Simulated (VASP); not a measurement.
# Os (Pm-3m) in VASP: a series of runs

Runs on Os. Level: PBE. Tasks: single point.

Program: VASP 6.6.1. These are calculated values, not measurements. Logs are shortened: lines on timing, memory, paths and dates and some standing lists are left out, and cuts for length are marked.

## (1) The cell of the first run

Symmetry: Pm-3m, No. 221, cubic system. Conventional cell: a = 2.482 Å, b = 2.482 Å, c = 2.482 Å, α = 90.00°, β = 90.00°, γ = 90.00°. Within 3.3 Å of Os (site symmetry m-3m) lie 6 Os at 2.48 Å.

## (2) Single point, PBE

Contents of INCAR:

```
ALGO     = Normal         # electronic algorithm
EDIFF    = 1E-6           # SCF threshold, eV
ENCUT    = 520            # plane-wave cutoff, eV
GGA      = PE             # functional
ISIF     = 2              # what is computed and relaxed
ISMEAR   = -1             # smearing method
LASPH    = True           # aspherical terms in the spheres
LCHARG   = False          # write CHGCAR
LREAL    = False          # projectors in reciprocal space
LWAVE    = False          # write WAVECAR
NBANDS   = 10             # bands
NELM     = 60             # most SCF steps
PREC     = Accurate       # precision mode
SIGMA    = 0.1            # smearing width, eV
```

Contents of KPOINTS:

```
k-points
0
Gamma
  16 16 16
```

Contents of POSCAR:

```
Os
1.0
    2.4817939314      0.0000000000      0.0000000000
    0.0000000000      2.4817939314      0.0000000000
    0.0000000000      0.0000000000      2.4817939314
Os
1
Direct
    0.0000000000      0.0000000000      0.0000000000
```

Potentials or basis: VASP PAW PBE potentials, release 64 (Os).

The run is started by

```bash
$ cat potpaw_PBE.64/Os/POTCAR > POTCAR
$ mpirun -np 1 vasp_std > vasp.out
```

OUTCAR:

```text
EDIFF = 1E-6
   ENCUT = 520
   GGA = PE
   ISIF = 2
   ISMEAR = -1
   LASPH = True
   LREAL = False
   NELM = 60
   PREC = Accurate

 ion  position               nearest neighbor table
   1  0.000  0.000  0.000-

  LATTYP: Found a simple cubic cell.
 ALAT       =     2.4817939314

  Lattice vectors:

 A1 = (   2.4817939314,   0.0000000000,   0.0000000000)
 A2 = (   0.0000000000,   2.4817939314,   0.0000000000)
 A3 = (   0.0000000000,   0.0000000000,   2.4817939314)

Analysis of symmetry for initial positions (statically):
=====================================================================
 Subroutine PRICEL returns:
 Original cell was already a primitive cell.

 Routine SETGRP: Setting up the symmetry group for a
 simple cubic supercell.

 Subroutine GETGRP returns: Found 48 space group operations
 (whereof 48 operations were pure point group operations)
 out of a pool of 48 trial point group operations.

The static configuration has the point symmetry O_h .

Analysis of symmetry for dynamics (positions and initial velocities):
=====================================================================
 Subroutine PRICEL returns:
 Original cell was already a primitive cell.

 Routine SETGRP: Setting up the symmetry group for a
 simple cubic supercell.

 Subroutine GETGRP returns: Found 48 space group operations
 (whereof 48 operations were pure point group operations)
 out of a pool of 48 trial point group operations.

The dynamic configuration has the point symmetry O_h .

 Subroutine INISYM returns: Found 48 space group operations
 (whereof 48 operations are pure point group operations),
 and found     1 'primitive' translations

----------------------------------------------------------------------------------------

                                     Primitive cell

  volume of cell :      15.2861

  direct lattice vectors                    reciprocal lattice vectors
     2.481793931  0.000000000  0.000000000     0.402934340  0.000000000  0.000000000
     0.000000000  2.481793931  0.000000000     0.000000000  0.402934340  0.000000000
     0.000000000  0.000000000  2.481793931     0.000000000  0.000000000  0.402934340

  length of vectors
     2.481793931  2.481793931  2.481793931     0.402934340  0.402934340  0.402934340

  position of ions in fractional coordinates (direct lattice)
     0.000000000  0.000000000  0.000000000

  ion indices of the primitive-cell ions
   primitive index   ion index
                 1           1

----------------------------------------------------------------------------------------

 KPOINTS: k-points

Automatic generation of k-mesh.
 Grid dimensions read from file:
 generate k-points for:   16   16   16

 Generating k-lattice:

  Cartesian coordinates                     Fractional coordinates (reciprocal lattice)
     0.025183396  0.000000000  0.000000000     0.062500000  0.000000000  0.000000000
     0.000000000  0.025183396  0.000000000     0.000000000  0.062500000  0.000000000
     0.000000000  0.000000000  0.025183396     0.000000000  0.000000000  0.062500000

  Length of vectors
     0.025183396  0.025183396  0.025183396

  Shift w.r.t. Gamma in fractional coordinates (k-lattice)
     0.000000000  0.000000000  0.000000000

 Subroutine IBZKPT returns following result:
 ===========================================

 Found    165 irreducible k-points:

 Following reciprocal coordinates:
            Coordinates               Weight
  0.000000  0.000000  0.000000      1.000000
  0.062500  0.000000  0.000000      6.000000
  0.125000  0.000000  0.000000      6.000000
  0.187500  0.000000  0.000000      6.000000
  0.250000  0.000000  0.000000      6.000000
  0.312500  0.000000  0.000000      6.000000
[... 16 lines left out ...]
  0.437500  0.125000  0.000000     24.000000
  0.500000  0.125000  0.000000     12.000000
 [... further k-points ...]
   k-points           NKPTS =    165   k-points in BZ     NKDIM =    165   number of bands    NBANDS=     10
   number of dos      NEDOS =    301   number of ions     NIONS =      1
   total plane-waves  NPLWV =   5832
   dimension x,y,z NGX =    18 NGY =   18 NGZ =   18
   dimension x,y,z NGXF=    36 NGYF=   36 NGZF=   36
   ions per type =               1
   NGX,Y,Z   is equivalent  to a cutoff of  12.06, 12.06, 12.06 a.u.
   NGXF,Y,Z  is equivalent  to a cutoff of  24.12, 24.12, 24.12 a.u.
 SYSTEM =  unknown system
   PREC   = accura    normal or accurate (medium, high low for compatibility)
   ISTART =      0    job   : 0-new  1-cont  2-samecut
   ICHARG =      2    charge: 1-file 2-atom 10-const
   ISPIN  =      1    spin polarized calculation?
   LNONCOLLINEAR =      F non collinear calculations
   LSORBIT =      F    spin-orbit coupling
   LASPH  =      T    aspherical Exc in radial PAW
   ENCUT  =  520.0 eV  38.22 Ry    6.18 a.u.   4.61  4.61  4.61*2*pi/ulx,y,z
   NELM   =     60;   NELMIN=  2; NELMDL= -5     # of ELM steps
   EDIFF  = 0.1E-05   stopping-criterion for ELM
   LREAL  =      F    real-space projection
   EDIFFG = 0.1E-04   stopping-criterion for IOM
   NSW    =      0    number of steps for IOM
   IBRION =     -1    ionic relax: 0-MD 1-quasi-New 2-CG
   NFREE  =      0    steps in history (QN), initial steepest desc. (CG)
   ISIF   =      2    stress and relaxation
   ISYM   =      2    0-nonsym 1-usesym 2-fastsym
   POTIM  = 0.5000    time-step for ionic-motion
   TEBEG  =    0.0;   TEEND  =   0.0 temperature during run
   PSTRESS=    0.0 pullay stress
   NELECT =       8.0000    total number of electrons
   NUPDOWN=      -1.0000    fix difference up-down
   EMIN   =  10.00;   EMAX   =-10.00  energy-range for DOS
   EFERMI =   0.00;   METHOD = LEGACY
   ISMEAR =    -1;   SIGMA  =   0.10  broadening in eV -4-tet -1-fermi 0-gaus
   EFERMI_NEDOS =   21; number of points for ismear=-14 and -15
   IALGO  =     38    algorithm
   IMIX   =      4    mixing-type and parameters
     AMIX     =   0.40;   BMIX     =  1.00
     AMIX_MAG =   1.60;   BMIX_MAG =  1.00
  volume/ion in A,a.u.               =      15.29       103.16
  Fermi-wavevector in a.u.,A,eV,Ry     =   1.319286  2.493090 23.681169  1.740517
  Thomas-Fermi vector in A             =   2.449195
   LORBIT       =      0    0 simple, 1 ext, 2 COOP (PROOUT), +10 PAW based schemes
   GGA     = PE    functional components
[... 5 lines left out ...]
 non-spin polarized calculation
  energy-cutoff  :      520.00
  volume of cell :       15.29
 maximum number of plane-waves:       437
   NGX =  9   NGY =  9   NGZ =  9

 number of electron       8.0000002 magnetization

 Free energy of the ion-electron system (eV)
  ---------------------------------------------------
  ext. energy  EPLUGINS =         0.00000000
  ---------------------------------------------------
  free energy    TOTEN  =        -9.63975476 eV

  energy without entropy =       -9.60015819  energy(sigma->0) =       -9.61995648

 E-fermi :   8.4093     XC(G=0): -13.3728

 val. band max:        8.3981415507   @ k =   0.3125   0.1875   0.0000
 cond. band min:       8.4109574369   @ k =   0.5000   0.3750   0.0000
 fundamental gap:      0.0128158862
 Fermi energy:         8.4093043687

 k-point     1 :       0.0000    0.0000    0.0000
  band No.  band energies     occupation
      1      -1.7951      2.00000
      2       1.7065      2.00000
      3       1.7065      2.00000
      4      11.0214      0.00000
      5      11.0214      0.00000
      6      11.0214      0.00000
      7      24.5576      0.00000
      8      24.5576      0.00000
      9      24.5576      0.00000
     10      31.0759      0.00000

 k-point     2 :       0.0625    0.0000    0.0000
  band No.  band energies     occupation
      1      -1.6554      2.00000
      2       1.7394      2.00000
      3       1.8569      2.00000
      4      10.8247      0.00000
      5      10.8247      0.00000
      6      11.0358      0.00000
      7      23.7327      0.00000
      8      24.8452      0.00000
      9      24.8452      0.00000
     10      31.6792      0.00000

 k-point     3 :       0.1250    0.0000    0.0000
  band No.  band energies     occupation
      1      -1.2682      2.00000
      2       1.8342      2.00000
      3       2.3139      2.00000
      4      10.3019      0.00000
      5      10.3019      0.00000
      6      11.0771      0.00000
      7      22.0263      0.00000
      8      25.6316      0.00000
      9      25.6316      0.00000
     10      30.9343      0.00000

 k-point     4 :       0.1875    0.0000    0.0000
  band No.  band energies     occupation
      1      -0.7146      2.00000
      2       1.9798      2.00000
      3       3.0783      2.00000
      4       9.6016      0.00001
      5       9.6016      0.00001
      6      11.1396      0.00000
      7      20.2138      0.00000
      8      26.7445      0.00000
      9      26.7445      0.00000
     10      29.0357      0.00000
[... 222 lines left out ...]
 k-point    22 :       0.3750    0.1250    0.0000
  band No.  band energies     occupation
      1       1.5750      2.00000
      2       3.0614      2.00000
      3       5.1574      2.00000
      4       7.7955      1.99569
      5       8.3766      1.16195
      6      10.7227      0.00000
      7      17.1068      0.00000
      8      25.5446      0.00000
      9      27.2913      0.00000
     10      31.7582      0.00000

 k-point    23 :       0.4375    0.1250    0.0000
  band No.  band energies     occupation
      1       1.9696      2.00000
      2       3.2402      2.00000
      3       4.9206      2.00000
      4       7.4768      1.99982
      5       9.0590      0.00301
      6      10.7743      0.00000
      7      16.5805      0.00000
      8      25.1264      0.00000
      9      27.9804      0.00000
     10      30.4071      0.00000

 k-point    24 :       0.5000    0.1250    0.0000
  band No.  band energies     occupation
      1       2.1179      2.00000
      2       3.3244      2.00000
      3       4.7793      2.00000
      4       7.3680      1.99994
      5       9.3443      0.00017
      6      10.7925      0.00000
      7      16.4335      0.00000
      8      24.9559      0.00000
      9      28.7707      0.00000
     10      29.1230      0.00000

 [... further k-points ...]

------------------------ aborting loop because EDIFF is reached ----------------------------------------

  FORCE on cell =-STRESS in cart. coord.  units (eV):
  Direction    XX          YY          ZZ          XY          YZ          ZX
  --------------------------------------------------------------------------------------
  -------------------------------------------------------------------------------------
  Total        2.8754539      2.8754539      2.8754539      0.0000000      0.0000000      0.0000000
  in kB      301.3837557    301.3837557    301.3837557      0.0000000      0.0000000      0.0000000
  external PRESSURE =     301.3837557 kB  Pullay stress =       0.0000000 kB

 VOLUME and BASIS-vectors are now :
 -----------------------------------------------------------------------------
  energy-cutoff  :      520.00
  volume of cell :       15.29
      direct lattice vectors                 reciprocal lattice vectors
     2.481793931  0.000000000  0.000000000     0.402934340  0.000000000  0.000000000
     0.000000000  2.481793931  0.000000000     0.000000000  0.402934340  0.000000000
     0.000000000  0.000000000  2.481793931     0.000000000  0.000000000  0.402934340

 POSITION                                       TOTAL-FORCE (eV/Angst)
 -----------------------------------------------------------------------------------
      0.00000      0.00000      0.00000         0.000000      0.000000      0.000000
 -----------------------------------------------------------------------------------
    total drift:                                0.000000      0.000000      0.000000

  FREE ENERGIE OF THE ION-ELECTRON SYSTEM (eV)
  ---------------------------------------------------
  free  energy   TOTEN  =        -9.6397547589 eV

  energy  without entropy=       -9.6001581923  energy(sigma->0) =       -9.61995648
```

Wall time 6.1 s (1 thread of Intel Xeon 6975P-C (Granite Rapids), shared host); peak memory 0.14 GiB.

What came out:

* Free energy: -9.6398 eV
* Pressure: 30.1 GPa
* Band gap on the k mesh: zero (band 4 reaches 14.04 eV, above the bottom of band 5 at 7.10 eV)

Caveat: spin-orbit coupling is left out, which moves the levels of the heavy elements.

## (3) Single point, PBE

This run uses another cell than the first one, of 15.69 Å³/atom, 1.027 times its volume.

INCAR, as its differences from that of step 2:

```diff
@@ -11,3 +11,3 @@
 NBANDS   = 10             # bands
-NELM     = 60             # most SCF steps
+NELM     = 80             # most SCF steps
 PREC     = Accurate       # precision mode
```

KPOINTS is that of step 2.

Contents of POSCAR:

```
Os
1.0
    2.5035791436      0.0000000000      0.0000000000
    0.0000000000      2.5035791436      0.0000000000
    0.0000000000      0.0000000000      2.5035791436
Os
1
Direct
    0.0000000000      0.0000000000      0.0000000000
```

Potentials or basis: VASP PAW PBE potentials, release 64 (Os).

The run is started by

```bash
$ cat potpaw_PBE.64/Os/POTCAR > POTCAR
$ mpirun -np 1 vasp_std > vasp.out
```

OUTCAR:

```text
EDIFF = 1E-6
   ENCUT = 520
   GGA = PE
   ISIF = 2
   ISMEAR = -1
   LASPH = True
   LREAL = False
   NELM = 80
   PREC = Accurate

 ion  position               nearest neighbor table
   1  0.000  0.000  0.000-

  LATTYP: Found a simple cubic cell.
 ALAT       =     2.5035791436

  Lattice vectors:

 A1 = (   2.5035791436,   0.0000000000,   0.0000000000)
 A2 = (   0.0000000000,   2.5035791436,   0.0000000000)
 A3 = (   0.0000000000,   0.0000000000,   2.5035791436)

Analysis of symmetry for initial positions (statically):
=====================================================================
 Subroutine PRICEL returns:
 Original cell was already a primitive cell.

 Routine SETGRP: Setting up the symmetry group for a
 simple cubic supercell.

 Subroutine GETGRP returns: Found 48 space group operations
 (whereof 48 operations were pure point group operations)
 out of a pool of 48 trial point group operations.

The static configuration has the point symmetry O_h .

Analysis of symmetry for dynamics (positions and initial velocities):
=====================================================================
 Subroutine PRICEL returns:
 Original cell was already a primitive cell.

 Routine SETGRP: Setting up the symmetry group for a
 simple cubic supercell.

 Subroutine GETGRP returns: Found 48 space group operations
 (whereof 48 operations were pure point group operations)
 out of a pool of 48 trial point group operations.

The dynamic configuration has the point symmetry O_h .

 Subroutine INISYM returns: Found 48 space group operations
 (whereof 48 operations are pure point group operations),
 and found     1 'primitive' translations

----------------------------------------------------------------------------------------

                                     Primitive cell

[... 110 lines left out ...]
  Fermi-wavevector in a.u.,A,eV,Ry     =   1.307807  2.471396 23.270832  1.710358
  Thomas-Fermi vector in A             =   2.438516
   LORBIT       =      0    0 simple, 1 ext, 2 COOP (PROOUT), +10 PAW based schemes
   GGA     = PE    functional components
   LHFCALC =     F    Hartree Fock is set to
   AEXX    =    0.0000 exact exchange contribution
   IVDW    =     0    specifies the selected vdW correction
   LEPSILON=     F    determine dielectric tensor
   LRPA    =     F    only Hartree local field effects (RPA)
 non-spin polarized calculation
  energy-cutoff  :      520.00
  volume of cell :       15.69
 maximum number of plane-waves:       445
 NGX is ok and might be reduce to    20
   NGX =  9   NGY =  9   NGZ =  9

 number of electron       8.0000001 magnetization

 Free energy of the ion-electron system (eV)
  ---------------------------------------------------
  ext. energy  EPLUGINS =         0.00000000
  ---------------------------------------------------
  free energy    TOTEN  =        -9.70318163 eV

  energy without entropy =       -9.66190340  energy(sigma->0) =       -9.68254252

 E-fermi :   8.0352     XC(G=0): -13.2256

 val. band max:        8.0317802919   @ k =   0.3125   0.1875   0.0000
 cond. band min:       8.0401296894   @ k =   0.5000   0.3750   0.0000
 fundamental gap:      0.0083493975
 Fermi energy:         8.0352405841

 k-point     1 :       0.0000    0.0000    0.0000
  band No.  band energies     occupation
      1      -1.9413      2.00000
      2       1.5666      2.00000
      3       1.5666      2.00000
      4      10.5380      0.00000
      5      10.5380      0.00000
      6      10.5380      0.00000
      7      23.9871      0.00000
      8      23.9871      0.00000
      9      23.9871      0.00000
     10      30.3658      0.00000
[... 287 lines left out ...]
 k-point    24 :       0.5000    0.1250    0.0000
  band No.  band energies     occupation
      1       1.9051      2.00000
      2       3.1135      2.00000
      3       4.5518      2.00000
      4       7.0429      1.99990
      5       8.9685      0.00018
      6      10.3198      0.00000
      7      15.7701      0.00000
      8      24.5150      0.00000
      9      28.1482      0.00000
     10      28.4424      0.00000

 [... further k-points ...]

------------------------ aborting loop because EDIFF is reached ----------------------------------------

  FORCE on cell =-STRESS in cart. coord.  units (eV):
  Direction    XX          YY          ZZ          XY          YZ          ZX
  --------------------------------------------------------------------------------------
  -------------------------------------------------------------------------------------
  Total        1.9571322      1.9571322      1.9571322      0.0000000      0.0000000     -0.0000000
  in kB      199.8235948    199.8235948    199.8235948      0.0000000      0.0000000     -0.0000000
  external PRESSURE =     199.8235948 kB  Pullay stress =       0.0000000 kB

 VOLUME and BASIS-vectors are now :
 -----------------------------------------------------------------------------
  energy-cutoff  :      520.00
  volume of cell :       15.69
      direct lattice vectors                 reciprocal lattice vectors
     2.503579144  0.000000000  0.000000000     0.399428156  0.000000000  0.000000000
     0.000000000  2.503579144  0.000000000     0.000000000  0.399428156  0.000000000
     0.000000000  0.000000000  2.503579144     0.000000000  0.000000000  0.399428156

 POSITION                                       TOTAL-FORCE (eV/Angst)
 -----------------------------------------------------------------------------------
      0.00000      0.00000      0.00000         0.000000      0.000000      0.000000
 -----------------------------------------------------------------------------------
    total drift:                               -0.000000      0.000000      0.000000

  FREE ENERGIE OF THE ION-ELECTRON SYSTEM (eV)
  ---------------------------------------------------
  free  energy   TOTEN  =        -9.7031816332 eV

  energy  without entropy=       -9.6619034007  energy(sigma->0) =       -9.68254252
```

It took 7.1 s on 1 thread of Intel Xeon 6975P-C (Granite Rapids), shared host; peak memory 0.14 GiB.

Results:

- Free energy: -9.7032 eV
- Pressure: 20.0 GPa
- Band gap on the k mesh: zero (band 4 reaches 13.43 eV, above the bottom of band 5 at 6.78 eV)

Levels at points of the mesh, in eV from the Fermi level:
| k point | band 2 | band 3 | band 4 | band 5 | band 6 | band 7 |
| --- | --- | --- | --- | --- | --- | --- |
| (0.00, 0.00, 0.00) | -6.47 | -6.47 | 2.50 | 2.50 | 2.50 | 15.95 |
| (0.50, 0.00, 0.00) | -5.55 | -1.33 | -1.09 | -1.09 | 2.88 | 7.74 |
| (0.50, 0.50, 0.00) | -4.86 | -0.39 | -0.39 | 4.66 | 4.66 | 5.13 |
| (0.50, 0.50, 0.50) | -5.74 | -5.74 | 5.39 | 5.39 | 8.24 | 11.86 |

Caveat: spin-orbit coupling is left out, which moves the levels of the heavy elements.

[end of part 1 of 2]
